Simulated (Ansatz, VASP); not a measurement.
# Two plane-wave programs on GaSb

```
Ga Sb
1.0
     0.00000    3.01766    3.01766
     3.01766    0.00000    3.01766
     3.01766    3.01766    0.00000
Ga Sb
1 1
Direct
  0.00000 0.00000 0.00000
  0.75000 0.75000 0.75000
```

Change from the starting cell: volume scaled by 0.96, PAW files.

Alike in both runs: task electric field gradients; functional PBE; k mesh 12 × 12 × 12; occupations fermi-dirac, width 0.08 eV; no spin polarisation.

```csv
,VASP,Ansatz
version,VASP 6.6.1,Ansatz 0.2.0
potentials or method,"VASP PAW PBE potentials, release 64 (Ga_d, Sb)","PAW with Ansatz's default frozen-core files, scalar-relativistic"
plane-wave cutoff (eV),520,420
valence electrons in the cell,18,28
```

```csv
,VASP,Ansatz,Ansatz less VASP
pressure (GPa),4.9,4.8,-0.10
```

VASP's potentials hold 18 valence electrons a cell and Ansatz's 28, so a difference there can come from the potentials and not from the codes.

Spin-orbit coupling is off throughout.
